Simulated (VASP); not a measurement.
Write the native input for VASP 6.6.1 that does the following.

```
Task                   : relaxation of cell and atoms
Functional             : PBE
Potentials or basis    : VASP PAW PBE potentials, release 64 (Pt, S)
Cutoff                 : 600 eV
k mesh                 : 9 × 9 × 6
Occupations            : gaussian, width 0.02 eV
Spin                   : no spin polarisation
Dipole correction      : no
Further INCAR settings : ALGO = Normal; EDIFF = 1e-07; IBRION = 2; EDIFFG = -0.01; NSW = 100; ISIF = 3
```

The structure of PtS2 lies in POSCAR:

```
PtS2
1.0
    3.5487422900      0.0000000000      0.0000000000
   -1.7743711500      3.0733008400      0.0000000000
    0.0000000000      0.0000000000      5.5970664000
Pt S
1 2
Direct
    0.0000000000      0.0000000000      0.0000000000
    0.6666666900      0.3333333400      0.7796640400
    0.3333333400      0.6666666900      0.2203359500
```

The input as run:

INCAR

```
SYSTEM = PtS2
  PREC = Accurate
  ENCUT = 600
  EDIFF = 1E-7
  ISMEAR = 0
  SIGMA = 0.02
  LREAL = .False.
  LASPH = .True.
  NELM = 100
  ALGO = Normal
  ISIF = 3
  LWAVE = .False.
  LCHARG = .False.
  GGA = PE
  IBRION = 2
  NSW = 100
  EDIFFG = -0.01
```

KPOINTS

```
Automatic mesh
0
Gamma
  9 9 6
  0 0 0
```

Potentials or basis: VASP PAW PBE potentials, release 64 (Pt, S).

The run is started by

```sh
$ cat potpaw_PBE.64/Pt/POTCAR potpaw_PBE.64/S/POTCAR > POTCAR
$ mpirun -np 1 vasp_std > vasp.out
```

Results of the run:

```
Relaxed volume                         : 23.27 Å³/atom
Relaxed cell                           : a = 3.572 Å, b = 3.572 Å, c = 6.319 Å, α = 90.00°, β = 90.00°, γ = 120.00°
Space group after relaxing (to 0.05 Å) : P-3m1 (No. 164)
Energy gained by relaxing              : 6.9 meV/atom
Ionic steps                            : 22
Pressure after relaxing                : 0.0 GPa
Band gap on the k mesh                 : 1.51 eV, indirect (least direct gap 1.54 eV)
```

Caveat: spin-orbit coupling is left out, which moves the levels of the heavy elements; this functional lacks dispersion, which binds the layers, so the pressure and a relaxed spacing across them are unreliable.

Wall time 24 min on 1 thread of AMD EPYC 7R13, with other jobs on the host, peak memory 0.22 GiB.
